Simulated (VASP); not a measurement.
Crystal: BaS.

```
Ba S
1.0
     0.00000    3.29209    3.18483
     3.29209    0.00000    3.18483
     3.29209    3.29209    0.00000
Ba S
1 1
Direct
  0.00000 0.00000 0.00000
  0.50000 0.50000 0.50000
```

This cell differs from its parent crystal: epitaxial xy strain +2.5%.

Base run:

| Item | Value |
| --- | --- |
| Program | VASP 6.6.1 |
| Functional | PBE |
| Potentials or basis | VASP PAW PBE potentials, release 64 (Ba_sv, S) |
| Cutoff | 520 eV |
| k mesh | 8 × 8 × 8 |
| Occupations | fermi-dirac, width 0.02 eV |
| Spin | no spin polarisation |

Its results: band gap on the k mesh 2.12 eV (least direct gap 2.29 eV); pressure -0.9 GPa.

Question: The run is repeated on the same cell with these changes: functional from PBE to r2SCAN; occupations from fermi-dirac, width 0.02 eV to gaussian, width 0.01 eV. What comes out?

Answer: Band gap on the k mesh 2.46 eV (least direct gap 2.65 eV); pressure -1.0 GPa.

Caveats: spin-orbit coupling is left out, which moves the levels of the heavy elements; the PAW data sets were made with another functional, which shifts forces and pressure a little (at least some runs).

A k mesh can miss the band edges.
